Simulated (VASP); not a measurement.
Set up this calculation in VASP 6.6.1, as the native input.

```yaml
Task: single point
Functional: PBE
Potentials_or_basis: VASP PAW PBE potentials, release 64 (Mo_sv)
Cutoff: 520 eV
k_mesh: 18 × 18 × 18
Occupations: fermi-dirac, width 0.05 eV
Spin: no spin polarisation
Dipole_correction: no
Further_INCAR_settings: ALGO = Normal; EDIFF = 1e-06; NBANDS = 21
```

The structure of Mo lies in POSCAR:

```
Mo
1.0
   -2.2200437050      2.2200437050      1.1648727776
    2.2200437050     -2.2200437050      1.1648727776
    2.2200437050      2.2200437050     -1.1648727776
Mo
2
Direct
   -0.3750000000     -0.1250000000     -0.2500000000
    0.3750000000      0.1250000000      0.2500000000
```

The input as run:

INCAR

```
PREC = Accurate
ENCUT = 520
EDIFF = 1E-6
ISMEAR = -1
SIGMA = 0.05
LREAL = F
LASPH = T
NELM = 100
ALGO = Normal
ISIF = 2
LWAVE = F
LCHARG = T
GGA = PE
LELF = T
LVHAR = T
NBANDS = 21
```

KPOINTS

```
Automatic mesh
0
Gamma
  18 18 18
```

Potentials or basis: VASP PAW PBE potentials, release 64 (Mo_sv).

Command:

```bash
$ cat potpaw_PBE.64/Mo_sv/POTCAR > POTCAR
$ mpirun -np 1 vasp_std > vasp.out
```

Results of the run:

```json
{
  "Pressure": "176.5 GPa",
  "Band gap on the k mesh": "zero (bands 14 and 15 overlap by 4.55 eV)"
}
```

Caveat: the cell stands under pressure.

Run time: 2.3 min on 1 thread of AMD EPYC 9R45 96-Core Processor (Zen 5) (shared host), peak memory 0.27 GiB.
